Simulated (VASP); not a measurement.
# KMgF3 in VASP: notebook

Aim: see how the results for KMgF3 move with the level of theory and the settings. Levels: r2SCAN, PBE. Tasks: single point.

Everything below comes from runs of VASP 6.6.1. Logs are shortened: lines on timing, memory, paths and dates and some standing lists are left out, and cuts for length are marked.

### Step 1. The cell of the first run

The structure is cubic, space group Pm-3m (No. 221). Conventional cell: a = 3.821 Å, b = 3.821 Å, c = 3.821 Å, α = 90.00°, β = 90.00°, γ = 90.00°. Within 3.6 Å of K (site symmetry m-3m) lie 12 F at 2.70 Å and 8 Mg at 3.31 Å. Within 2.5 Å of Mg (site symmetry m-3m) lie 6 F at 1.91 Å. Within 2.5 Å of F (site symmetry 4/mmm) lie 2 Mg at 1.91 Å.

### Step 2. Single point, r2SCAN (strain -4.0%)

Contents of POSCAR:

```
KMgF3
1.0
    3.8210289988      0.0000000000      0.0000000000
    0.0000000000      3.8210289988      0.0000000000
    0.0000000000      0.0000000000      3.8210289988
K Mg F
1 1 3
Direct
    0.0000000000      0.0000000000      0.0000000000
    0.5000000000      0.5000000000      0.5000000000
    0.5000000000      0.5000000000      0.0000000000
    0.5000000000      0.0000000000      0.5000000000
    0.0000000000      0.5000000000      0.5000000000
```

Contents of INCAR.step1:

```
SYSTEM = KMgF3
ALGO = Normal
EDIFF = 1E-4
ENCUT = 520
GGA = PE
ISMEAR = 0
LASPH = .True.
LCHARG = .False.
LREAL = .False.
LWAVE = .True.
NBANDS = 24
NELM = 60
PREC = Accurate
SIGMA = 0.01
```

Contents of INCAR.step2:

```
SYSTEM = KMgF3
ALGO = Normal
EDIFF = 1E-6
ENCUT = 520
ISIF = 2
ISMEAR = 0
ISTART = 1
LASPH = .True.
LCHARG = .False.
LMIXTAU = .True.
LREAL = .False.
LWAVE = .False.
METAGGA = R2SCAN
NBANDS = 24
NELM = 60
PREC = Accurate
SIGMA = 0.01
```

Contents of KPOINTS:

```
k-points
0
Gamma
  6 6 6
  0 0 0
```

Potentials or basis: VASP PAW PBE potentials, release 64 (K_sv, Mg, F).

The run is started by

```sh
cat potpaw_PBE.64/K_sv/POTCAR potpaw_PBE.64/Mg/POTCAR potpaw_PBE.64/F/POTCAR > POTCAR
cp INCAR.step1 INCAR
mpirun -np 1 vasp_std > vasp.out
cp INCAR.step2 INCAR
mpirun -np 1 vasp_std > vasp.out
```

OUTCAR:

```text
SYSTEM = KMgF3
   EDIFF = 1E-6
   ENCUT = 520
   ISIF = 2
   ISMEAR = 0
   ISTART = 1
   LASPH = .True.
   LREAL = .False.
   METAGGA = R2SCAN
   NELM = 60
   PREC = Accurate

 ion  position               nearest neighbor table
   1  0.000  0.000  0.000-   3 2.70   4 2.70   5 2.70   4 2.70   5 2.70   3 2.70   5 2.70   5 2.70
                             3 2.70   4 2.70   4 2.70   3 2.70   2 3.31   2 3.31   2 3.31   2 3.31
   2  0.500  0.500  0.500-   3 1.91   4 1.91   5 1.91   3 1.91   4 1.91   5 1.91   1 3.31   1 3.31
                             1 3.31   1 3.31   1 3.31   1 3.31   1 3.31   1 3.31
   3  0.500  0.500  0.000-   2 1.91   2 1.91   1 2.70   1 2.70   1 2.70   1 2.70
   4  0.500  0.000  0.500-   2 1.91   2 1.91   1 2.70   1 2.70   1 2.70   1 2.70
   5  0.000  0.500  0.500-   2 1.91   2 1.91   1 2.70   1 2.70   1 2.70   1 2.70

  LATTYP: Found a simple cubic cell.
 ALAT       =     3.8210289988

  Lattice vectors:

 A1 = (   3.8210289988,   0.0000000000,   0.0000000000)
 A2 = (   0.0000000000,   3.8210289988,   0.0000000000)
 A3 = (   0.0000000000,   0.0000000000,   3.8210289988)

Analysis of symmetry for initial positions (statically):
=====================================================================
 Subroutine PRICEL returns:
 Original cell was already a primitive cell.

 Routine SETGRP: Setting up the symmetry group for a
 simple cubic supercell.

 Subroutine GETGRP returns: Found 48 space group operations
 (whereof 48 operations were pure point group operations)
 out of a pool of 48 trial point group operations.

The static configuration has the point symmetry O_h .

Analysis of symmetry for dynamics (positions and initial velocities):
=====================================================================
 Subroutine PRICEL returns:
 Original cell was already a primitive cell.

 Routine SETGRP: Setting up the symmetry group for a
 simple cubic supercell.

 Subroutine GETGRP returns: Found 48 space group operations
 (whereof 48 operations were pure point group operations)
 out of a pool of 48 trial point group operations.

The dynamic configuration has the point symmetry O_h .

 Subroutine INISYM returns: Found 48 space group operations
 (whereof 48 operations are pure point group operations),
 and found     1 'primitive' translations

----------------------------------------------------------------------------------------

                                     Primitive cell

  volume of cell :      55.7880

  direct lattice vectors                    reciprocal lattice vectors
     3.821028999  0.000000000  0.000000000     0.261709608  0.000000000  0.000000000
     0.000000000  3.821028999  0.000000000     0.000000000  0.261709608  0.000000000
     0.000000000  0.000000000  3.821028999     0.000000000  0.000000000  0.261709608

  length of vectors
     3.821028999  3.821028999  3.821028999     0.261709608  0.261709608  0.261709608

  position of ions in fractional coordinates (direct lattice)
     0.000000000  0.000000000  0.000000000
     0.500000000  0.500000000  0.500000000
     0.500000000  0.500000000  0.000000000
     0.500000000  0.000000000  0.500000000
     0.000000000  0.500000000  0.500000000

  ion indices of the primitive-cell ions
   primitive index   ion index
                 1           1
                 2           2
                 3           3
                 4           4
                 5           5

----------------------------------------------------------------------------------------

 KPOINTS: k-points

Automatic generation of k-mesh.
 Grid dimensions read from file:
 generate k-points for:    6    6    6

 Generating k-lattice:

  Cartesian coordinates                     Fractional coordinates (reciprocal lattice)
     0.043618268  0.000000000  0.000000000     0.166666667  0.000000000  0.000000000
     0.000000000  0.043618268  0.000000000     0.000000000  0.166666667  0.000000000
     0.000000000  0.000000000  0.043618268     0.000000000  0.000000000  0.166666667

  Length of vectors
     0.043618268  0.043618268  0.043618268

  Shift w.r.t. Gamma in fractional coordinates (k-lattice)
     0.000000000  0.000000000  0.000000000

 Subroutine IBZKPT returns following result:
 ===========================================

 Found     20 irreducible k-points:

 Following reciprocal coordinates:
            Coordinates               Weight
  0.000000  0.000000  0.000000      1.000000
  0.166667  0.000000  0.000000      6.000000
  0.333333  0.000000  0.000000      6.000000
  0.500000  0.000000  0.000000      3.000000
  0.166667  0.166667  0.000000     12.000000
  0.333333  0.166667  0.000000     24.000000
[... 12 lines left out ...]
  0.500000  0.500000  0.333333      6.000000
  0.500000  0.500000  0.500000      1.000000
   k-points           NKPTS =     20   k-points in BZ     NKDIM =     20   number of bands    NBANDS=     24
   number of dos      NEDOS =    301   number of ions     NIONS =      5
   total plane-waves  NPLWV =  21952
   dimension x,y,z NGX =    28 NGY =   28 NGZ =   28
   dimension x,y,z NGXF=    56 NGYF=   56 NGZF=   56
   ions per type =               1   1   3
   NGX,Y,Z   is equivalent  to a cutoff of  12.18, 12.18, 12.18 a.u.
   NGXF,Y,Z  is equivalent  to a cutoff of  24.36, 24.36, 24.36 a.u.
 SYSTEM =  KMgF3
   PREC   = accura    normal or accurate (medium, high low for compatibility)
   ISTART =      1    job   : 0-new  1-cont  2-samecut
   ICHARG =      0    charge: 1-file 2-atom 10-const
   ISPIN  =      1    spin polarized calculation?
   LNONCOLLINEAR =      F non collinear calculations
   LSORBIT =      F    spin-orbit coupling
   LASPH  =      T    aspherical Exc in radial PAW
   ENCUT  =  520.0 eV  38.22 Ry    6.18 a.u.   7.10  7.10  7.10*2*pi/ulx,y,z
   NELM   =     60;   NELMIN=  2; NELMDL=  0     # of ELM steps
   EDIFF  = 0.1E-05   stopping-criterion for ELM
   LREAL  =      F    real-space projection
   EDIFFG = 0.1E-04   stopping-criterion for IOM
   NSW    =      0    number of steps for IOM
   IBRION =     -1    ionic relax: 0-MD 1-quasi-New 2-CG
   NFREE  =      0    steps in history (QN), initial steepest desc. (CG)
   ISIF   =      2    stress and relaxation
   ISYM   =      2    0-nonsym 1-usesym 2-fastsym
   POTIM  = 0.5000    time-step for ionic-motion
   TEBEG  =    0.0;   TEEND  =   0.0 temperature during run
   PSTRESS=    0.0 pullay stress
   NELECT =      32.0000    total number of electrons
   NUPDOWN=      -1.0000    fix difference up-down
   EMIN   =  10.00;   EMAX   =-10.00  energy-range for DOS
   EFERMI =   0.00;   METHOD = LEGACY
   ISMEAR =     0;   SIGMA  =   0.01  broadening in eV -4-tet -1-fermi 0-gaus
   EFERMI_NEDOS =   21; number of points for ismear=-14 and -15
   IALGO  =     38    algorithm
   IMIX   =      4    mixing-type and parameters
     AMIX     =   0.40;   BMIX     =  1.00
     AMIX_MAG =   1.60;   BMIX_MAG =  1.00
  volume/ion in A,a.u.               =      11.16        75.30
  Fermi-wavevector in a.u.,A,eV,Ry     =   1.360226  2.570455 25.173710  1.850215
  Thomas-Fermi vector in A             =   2.486907
   LORBIT       =      0    0 simple, 1 ext, 2 COOP (PROOUT), +10 PAW based schemes
   METAGGA = R2SCAN    functional components
   LHFCALC =     F    Hartree Fock is set to
   AEXX    =    0.0000 exact exchange contribution
   IVDW    =     0    specifies the selected vdW correction
   LEPSILON=     F    determine dielectric tensor
   LRPA    =     F    only Hartree local field effects (RPA)
 non-spin polarized calculation
 Gauss-broadening in eV      SIGMA  =   0.01
  energy-cutoff  :      520.00
  volume of cell :       55.79
 maximum number of plane-waves:      1518
   NGX = 15   NGY = 15   NGZ = 15

 number of electron      31.9999984 magnetization

 Free energy of the ion-electron system (eV)
  ---------------------------------------------------
  ext. energy  EPLUGINS =         0.00000000
  ---------------------------------------------------
  free energy    TOTEN  =       -37.16977630 eV

  energy without entropy =      -37.16977630  energy(sigma->0) =      -37.16977630

 E-fermi :  -1.4485     XC(G=0): -10.9018

 val. band max:       -1.5276211331   @ k =   0.5000   0.5000   0.5000
 cond. band min:       7.8054351541   @ k =   0.0000   0.0000   0.0000
 fundamental gap:      9.3330562872
 Fermi energy:        -1.4485162239

 k-point     1 :       0.0000    0.0000    0.0000
  band No.  band energies     occupation
      1     -27.9063      2.00000
      2     -23.1184      2.00000
      3     -22.3229      2.00000
      4     -22.3229      2.00000
      5     -10.6493      2.00000
      6     -10.6493      2.00000
[... 16 lines left out ...]
     23      15.3294      0.00000
     24      18.3891      0.00000

 k-point     2 :       0.1667    0.0000    0.0000
  band No.  band energies     occupation
      1     -27.8909      2.00000
      2     -23.0890      2.00000
      3     -22.3691      2.00000
      4     -22.3191      2.00000
      5     -10.6315      2.00000
      6     -10.6255      2.00000
[... 16 lines left out ...]
     23      15.3208      0.00000
     24      18.1821      0.00000

 k-point     3 :       0.3333    0.0000    0.0000
  band No.  band energies     occupation
      1     -27.8596      2.00000
      2     -23.0196      2.00000
      3     -22.4735      2.00000
      4     -22.3136      2.00000
      5     -10.5965      2.00000
      6     -10.5770      2.00000
[... 16 lines left out ...]
     23      14.9994      0.00000
     24      17.4466      0.00000
[... 406 lines left out ...]
 k-point    19 :       0.5000    0.5000    0.3333
  band No.  band energies     occupation
      1     -27.7860      2.00000
      2     -22.5685      2.00000
      3     -22.5563      2.00000
      4     -22.5563      2.00000
      5     -10.8873      2.00000
      6     -10.8873      2.00000
[... 16 lines left out ...]
     23      15.6496      0.00000
     24      15.6496      0.00000

 k-point    20 :       0.5000    0.5000    0.5000
  band No.  band energies     occupation
      1     -27.7801      2.00000
      2     -22.5484      2.00000
      3     -22.5484      2.00000
      4     -22.5484      2.00000
      5     -10.9367      2.00000
      6     -10.9367      2.00000
[... 16 lines left out ...]
     23      16.1208      0.00000
     24      16.1208      0.00000

------------------------ aborting loop because EDIFF is reached ----------------------------------------

  FORCE on cell =-STRESS in cart. coord.  units (eV):
  Direction    XX          YY          ZZ          XY          YZ          ZX
  --------------------------------------------------------------------------------------
  -------------------------------------------------------------------------------------
  Total        4.2121119      4.2121119      4.2121119      0.0000000      0.0000000     -0.0000000
  in kB      120.9677174    120.9677174    120.9677174      0.0000000      0.0000000     -0.0000000
  external PRESSURE =     120.9677174 kB  Pullay stress =       0.0000000 kB

 VOLUME and BASIS-vectors are now :
 -----------------------------------------------------------------------------
  energy-cutoff  :      520.00
  volume of cell :       55.79
      direct lattice vectors                 reciprocal lattice vectors
     3.821028999  0.000000000  0.000000000     0.261709608  0.000000000  0.000000000
     0.000000000  3.821028999  0.000000000     0.000000000  0.261709608  0.000000000
     0.000000000  0.000000000  3.821028999     0.000000000  0.000000000  0.261709608

 POSITION                                       TOTAL-FORCE (eV/Angst)
 -----------------------------------------------------------------------------------
      0.00000      0.00000      0.00000         0.000000      0.000000      0.000000
      1.91051      1.91051      1.91051         0.000000      0.000000      0.000000
      1.91051      1.91051      0.00000         0.000000      0.000000      0.000000
      1.91051      0.00000      1.91051         0.000000      0.000000      0.000000
      0.00000      1.91051      1.91051         0.000000      0.000000      0.000000
 -----------------------------------------------------------------------------------
    total drift:                                0.000000      0.000000      0.000000

  FREE ENERGIE OF THE ION-ELECTRON SYSTEM (eV)
  ---------------------------------------------------
  free  energy   TOTEN  =       -37.1697762994 eV

  energy  without entropy=      -37.1697762994  energy(sigma->0) =      -37.16977630
```

Wall time 41 s (1 thread of Intel Xeon 6975P-C (Granite Rapids), shared host); peak memory 0.18 GiB.

What came out:

* Free energy: -37.1698 eV
* Pressure: 12.1 GPa
* Band gap on the k mesh: 9.33 eV, indirect (least direct gap 9.65 eV)

Levels at points of the mesh, in eV from the valence-band top:
```csv
k point,band 12,band 13,band 14,band 15,band 16,band 17,band 18,band 19,band 20,band 21
"(0.00, 0.00, 0.00)",-0.77,-0.77,-0.31,-0.31,-0.31,9.33,11.00,11.00,13.48,13.48
"(0.50, 0.00, 0.00)",-1.08,-1.02,-1.02,-0.61,-0.61,11.85,12.24,12.90,14.17,14.40
"(0.50, 0.50, 0.00)",-1.28,-1.25,-1.00,-1.00,-0.03,12.61,13.16,14.36,14.36,15.02
"(0.50, 0.50, 0.50)",-1.24,-1.24,0.00,0.00,0.00,11.89,11.89,11.89,15.57,15.57
```

Caveat: the cell differs from its parent crystal (strain -4.0%); the PAW data sets were made with another functional, which shifts forces and pressure a little.

(Continued in part 2 of 2.)
